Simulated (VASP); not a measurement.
Input of a VASP 6.6.1 run:

Contents of INCAR:

```
ALGO     = Normal         # electronic algorithm
EDIFF    = 1E-6           # SCF threshold, eV
ENCUT    = 520            # plane-wave cutoff, eV
GGA      = PE             # functional
ISIF     = 2              # what is computed and relaxed
ISMEAR   = 0              # smearing method
LASPH    = T              # aspherical terms in the spheres
LCHARG   = F              # write CHGCAR
LREAL    = F              # projectors in reciprocal space
LWAVE    = F              # write WAVECAR
NBANDS   = 9              # bands
NELM     = 60             # most SCF steps
PREC     = Accurate       # precision mode
SIGMA    = 0.1            # smearing width, eV
```

File KPOINTS:

```
k-points
0
Gamma
  12 12 7
```

The input POSCAR:

```
Mg
1.0
    3.2093000000      0.0000000000      0.0000000000
   -1.6046500000      2.7793353300      0.0000000000
    0.0000000000      0.0000000000      5.2103000000
Mg
2
Direct
    0.3333333333      0.6666666667      0.2500000000
    0.6666666667      0.3333333333      0.7500000000
```

Potentials or basis: VASP PAW PBE potentials, release 64 (Mg).

The run is started by

```bash
$ cat potpaw_PBE.64/Mg/POTCAR > POTCAR
$ mpirun -np 1 vasp_std > vasp.out
```

Estimate the pressure.

-0.6 GPa.

Estimate the band gap on the k mesh.

zero (band 2 reaches 3.57 eV, above the bottom of band 3 at 1.33 eV).

Stress tensor (GPa, compression positive):
```
-0.31  0.00  0.00
 0.00 -0.31  0.00
 0.00  0.00 -1.20
```
